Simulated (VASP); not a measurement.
# SbP5 (Cmmm) in VASP: a series of runs

SbP5 is run at these levels: PBE; tasks: single point.

Program: VASP 6.6.1. These are calculated values, not measurements. Logs are shortened: lines on timing, memory, paths and dates and some standing lists are left out, and cuts for length are marked.

### Step 1. The cell of the first run

Symmetry: Cmmm, No. 65, orthorhombic system. Conventional cell: a = 4.551 Å, b = 7.086 Å, c = 7.106 Å, α = 90.00°, β = 90.00°, γ = 90.00°. Within 3.8 Å of Sb (site symmetry mmm) lie 10 P at 2.91 to 3.55 Å. P (site symmetry mmm) has 8 P at 2.61 Å within 3.4 Å. P (site symmetry 2) has 5 P at 2.28 to 3.10 Å and 2 Sb at 2.91 Å within 3.2 Å.

The cell was built from a structure type or drawn by symmetry, and may not be a known phase.

### Step 2. Single point, PBE

File INCAR:

```
SYSTEM = SbP5
  ALGO = Normal
  EDIFF = 1E-6
  ENCUT = 520
  GGA = PE
  ISIF = 2
  ISMEAR = 0
  LASPH = .TRUE.
  LCHARG = .FALSE.
  LREAL = .FALSE.
  LWAVE = .FALSE.
  NBANDS = 24
  NELM = 100
  PREC = Accurate
  SIGMA = 0.1
```

File KPOINTS:

```
k-points
0
G
  4 4 2
  0 0 0
```

File POSCAR:

```
SbP5
1.0
    2.2757069861     -3.5432342034      0.0000000000
    2.2757069861      3.5432342034      0.0000000000
    0.0000000000      0.0000000000      7.1064264203
Sb P
1 5
Direct
    0.0000000000      0.0000000000      0.5000000000
    0.0000000000      0.0000000000      0.0000000000
    0.0000000000      0.5000000000      0.2181698725
    0.5000000000      0.0000000000      0.7818301275
    0.0000000000      0.5000000000      0.7818301275
    0.5000000000      0.0000000000      0.2181698725
```

Potentials or basis: VASP PAW PBE potentials, release 64 (Sb, P).

Run with:

```console
cat potpaw_PBE.64/Sb/POTCAR potpaw_PBE.64/P/POTCAR > POTCAR
mpirun -np 1 vasp_std > vasp.out
```

OUTCAR:

```text
SYSTEM = SbP5
   EDIFF = 1E-6
   ENCUT = 520
   GGA = PE
   ISIF = 2
   ISMEAR = 0
   LASPH = .TRUE.
   LREAL = .FALSE.
   NELM = 100
   PREC = Accurate

 ion  position               nearest neighbor table
   1  0.000  0.000  0.500-   3 2.91   4 2.91   5 2.91   6 2.91   3 2.91   5 2.91   4 2.91   6 2.91

   2  0.000  0.000  0.000-   3 2.61   4 2.61   5 2.61   6 2.61   3 2.61   5 2.61   4 2.61   6 2.61

   3  0.000  0.500  0.218-   6 2.28   6 2.28   2 2.61   2 2.61   1 2.91   1 2.91
   4  0.500  0.000  0.782-   5 2.28   5 2.28   2 2.61   2 2.61   1 2.91   1 2.91
   5  0.000  0.500  0.782-   4 2.28   4 2.28   2 2.61   2 2.61   1 2.91   1 2.91
   6  0.500  0.000  0.218-   3 2.28   3 2.28   2 2.61   2 2.61   1 2.91   1 2.91

  LATTYP: Found a base centered orthorhombic cell.
 ALAT       =     4.5514139722
 B/A-ratio  =     1.5569817314
 C/A-ratio  =     1.5613667453

  Lattice vectors:

 A1 = (   2.2757069861,  -3.5432342034,   0.0000000000)
 A2 = (   2.2757069861,   3.5432342034,   0.0000000000)
 A3 = (   0.0000000000,   0.0000000000,   7.1064264203)

Analysis of symmetry for initial positions (statically):
=====================================================================
 Subroutine PRICEL returns:
 Original cell was already a primitive cell.

 Routine SETGRP: Setting up the symmetry group for a
 base centered orthorhombic supercell.

 Subroutine GETGRP returns: Found  8 space group operations
 (whereof  8 operations were pure point group operations)
 out of a pool of  8 trial point group operations.

The static configuration has the point symmetry D_2h.

Analysis of symmetry for dynamics (positions and initial velocities):
=====================================================================
 Subroutine PRICEL returns:
 Original cell was already a primitive cell.

 Routine SETGRP: Setting up the symmetry group for a
 base centered orthorhombic supercell.

 Subroutine GETGRP returns: Found  8 space group operations
 (whereof  8 operations were pure point group operations)
 out of a pool of  8 trial point group operations.

The dynamic configuration has the point symmetry D_2h.

 Subroutine INISYM returns: Found  8 space group operations
 (whereof  8 operations are pure point group operations),
 and found     1 'primitive' translations

[... 91 lines left out ...]
   EDIFF  = 0.1E-05   stopping-criterion for ELM
   LREAL  =      F    real-space projection
   EDIFFG = 0.1E-04   stopping-criterion for IOM
   NSW    =      0    number of steps for IOM
   IBRION =     -1    ionic relax: 0-MD 1-quasi-New 2-CG
   NFREE  =      0    steps in history (QN), initial steepest desc. (CG)
   ISIF   =      2    stress and relaxation
   ISYM   =      2    0-nonsym 1-usesym 2-fastsym
   POTIM  = 0.5000    time-step for ionic-motion
   TEBEG  =    0.0;   TEEND  =   0.0 temperature during run
   PSTRESS=    0.0 pullay stress
   NELECT =      30.0000    total number of electrons
   NUPDOWN=      -1.0000    fix difference up-down
   EMIN   =  10.00;   EMAX   =-10.00  energy-range for DOS
   EFERMI =   0.00;   METHOD = LEGACY
   ISMEAR =     0;   SIGMA  =   0.10  broadening in eV -4-tet -1-fermi 0-gaus
   EFERMI_NEDOS =   21; number of points for ismear=-14 and -15
   IALGO  =     38    algorithm
   IMIX   =      4    mixing-type and parameters
     AMIX     =   0.40;   BMIX     =  1.00
     AMIX_MAG =   1.60;   BMIX_MAG =  1.00
  volume/ion in A,a.u.               =      19.10       128.90
  Fermi-wavevector in a.u.,A,eV,Ry     =   1.047248  1.979011 14.921888  1.096728
  Thomas-Fermi vector in A             =   2.182120
   LORBIT       =      0    0 simple, 1 ext, 2 COOP (PROOUT), +10 PAW based schemes
   GGA     = PE    functional components
   LHFCALC =     F    Hartree Fock is set to
   AEXX    =    0.0000 exact exchange contribution
   IVDW    =     0    specifies the selected vdW correction
   LEPSILON=     F    determine dielectric tensor
   LRPA    =     F    only Hartree local field effects (RPA)
 non-spin polarized calculation
 Gauss-broadening in eV      SIGMA  =   0.10
  energy-cutoff  :      520.00
  volume of cell :      114.60
 maximum number of plane-waves:      3114
   NGX = 15   NGY = 15   NGZ = 27

 number of electron      29.9999996 magnetization

 Free energy of the ion-electron system (eV)
  ---------------------------------------------------
  ext. energy  EPLUGINS =         0.00000000
  ---------------------------------------------------
  free energy    TOTEN  =       -28.08916705 eV

  energy without entropy =      -28.07907217  energy(sigma->0) =      -28.08411961

 E-fermi :   7.4379     XC(G=0): -10.2507

 val. band max:        7.4214163108   @ k =   0.0000   0.0000   0.5000
 cond. band min:       7.5123972693   @ k =   0.5000  -0.0000   0.0000
 fundamental gap:      0.0909809585
 Fermi energy:         7.4378514403

 k-point     1 :       0.0000    0.0000    0.0000
  band No.  band energies     occupation
      1      -7.8452      2.00000
      2      -6.0232      2.00000
      3      -3.3343      2.00000
      4       0.1012      2.00000
      5       0.4294      2.00000
      6       0.4862      2.00000
[... 367 lines left out ...]
     23      11.3983      0.00000
     24      12.3424      0.00000

------------------------ aborting loop because EDIFF is reached ----------------------------------------

  FORCE on cell =-STRESS in cart. coord.  units (eV):
  Direction    XX          YY          ZZ          XY          YZ          ZX
  --------------------------------------------------------------------------------------
  -------------------------------------------------------------------------------------
  Total       -0.2810912     -0.0728728     -0.2294522      0.0000000      0.0000000      0.0000000
  in kB       -3.9297091     -1.0187762     -3.2077856      0.0000000      0.0000000      0.0000000
  external PRESSURE =      -2.7187570 kB  Pullay stress =       0.0000000 kB

 VOLUME and BASIS-vectors are now :
 -----------------------------------------------------------------------------
  energy-cutoff  :      520.00
  volume of cell :      114.60
      direct lattice vectors                 reciprocal lattice vectors
     2.275706986 -3.543234203  0.000000000     0.219711941 -0.141114014  0.000000000
     2.275706986  3.543234203  0.000000000     0.219711941  0.141114014  0.000000000
     0.000000000  0.000000000  7.106426420     0.000000000  0.000000000  0.140717703

 POSITION                                       TOTAL-FORCE (eV/Angst)
 -----------------------------------------------------------------------------------
      0.00000      0.00000      3.55321         0.000000     -0.000000      0.000000
      0.00000      0.00000      0.00000         0.000000      0.000000      0.000000
      1.13785      1.77162      1.55041        -0.000000      0.000000     -0.016270
      1.13785     -1.77162      5.55602        -0.000000      0.000000      0.016270
      1.13785      1.77162      5.55602        -0.000000      0.000000      0.016270
      1.13785     -1.77162      1.55041         0.000000      0.000000     -0.016270
 -----------------------------------------------------------------------------------
    total drift:                               -0.000000      0.000000      0.000000

  FREE ENERGIE OF THE ION-ELECTRON SYSTEM (eV)
  ---------------------------------------------------
  free  energy   TOTEN  =       -28.0891670462 eV

  energy  without entropy=      -28.0790721668  energy(sigma->0) =      -28.08411961
```

It took 18 s on 1 thread of AMD EPYC 9R45 (Zen 5), shared host; peak memory 0.2 GiB.

What came out:

```yaml
Free_energy: -28.0892 eV
Pressure: -0.3 GPa
Largest_force: 0.016 eV/Å
Band_gap_on_the_k_mesh: zero (bands 15 and 16 overlap by 2.51 eV)
```

Forces on the atoms (eV/Å):
```
Sb   0.000  0.000  0.000
P    0.000  0.000  0.000
P    0.000  0.000 -0.016
P    0.000  0.000  0.016
P    0.000  0.000  0.016
P    0.000  0.000 -0.016
```

Caveat: the k points lie up to 0.44 Å⁻¹ apart, too coarse for converged energies and pressures of a metal; spin-orbit coupling is left out, which moves the levels of the heavy elements.

### Step 3. Single point, PBE

This run uses another cell than the first one, of 26.62 Å³/atom.

File INCAR:

```
SYSTEM = SbP5
ALGO = Normal
EDIFF = 1E-6
ENCUT = 520
GGA = PE
ISIF = 2
ISMEAR = 0
LASPH = .True.
LCHARG = .False.
LREAL = .False.
LWAVE = .False.
NBANDS = 24
NELM = 80
PREC = Accurate
SIGMA = 0.1
```

File KPOINTS:

```
k-points
0
Gamma
  4 4 2
  0 0 0
```

File POSCAR:

```
SbP5
1.0
    2.8007713400     -3.6225090500      0.0000000000
    2.8007713400      3.6225090500      0.0000000000
    0.0000000000      0.0000000000      7.8705584000
Sb P
1 5
Direct
    0.0000000000      0.0000000000      0.5000000000
    0.0000000000      0.0000000000      0.0000000000
    0.0000000000      0.5000000000      0.2881429900
    0.5000000000      0.0000000000      0.7118570100
    0.0000000000      0.5000000000      0.7118570100
    0.5000000000      0.0000000000      0.2881429900
```

Potentials or basis: VASP PAW PBE potentials, release 64 (Sb, P).

Run with:

```console
cat potpaw_PBE.64/Sb/POTCAR potpaw_PBE.64/P/POTCAR > POTCAR
mpirun -np 1 vasp_std > vasp.out
```

It took 27 s on 1 thread of AMD EPYC 9R45 (Zen 5), shared host; peak memory 0.23 GiB.

Results (log left out):

- Free energy: -24.3481 eV
- Pressure: -9.3 GPa
- Largest force: 0.614 eV/Å
- Band gap on the k mesh: zero (bands 15 and 16 overlap by 1.59 eV)

Forces on the atoms (eV/Å):
```
Sb   0.000  0.000  0.000
P    0.000  0.000  0.000
P    0.000  0.000 -0.614
P    0.000  0.000  0.614
P    0.000  0.000  0.614
P    0.000  0.000 -0.614
```

Stress tensor (GPa, compression positive):
```
-10.66   0.00   0.00
  0.00  -6.46   0.00
  0.00   0.00 -10.88
```

Levels at points of the mesh, in eV from the Fermi level:
```csv
k point,band 13,band 14,band 15,band 16,band 17,band 18
"(0.00, 0.00, 0.00)",-1.07,-0.90,-0.53,-0.42,-0.34,-0.07
"(0.50, 0.00, 0.00)",-0.59,-0.52,-0.36,0.00,0.10,0.15
"(0.50, 0.50, 0.00)",-0.28,-0.16,0.11,0.53,1.03,1.13
"(0.00, 0.00, 0.50)",-1.22,-0.56,-0.55,0.67,0.77,0.96
"(0.50, 0.00, 0.50)",-0.55,-0.46,-0.08,0.07,0.29,0.70
"(0.50, 0.50, 0.50)",-2.14,-1.27,1.17,1.56,2.01,2.27
```

Caveat: the k points lie up to 0.40 Å⁻¹ apart, too coarse for converged energies and pressures of a metal; spin-orbit coupling is left out, which moves the levels of the heavy elements.
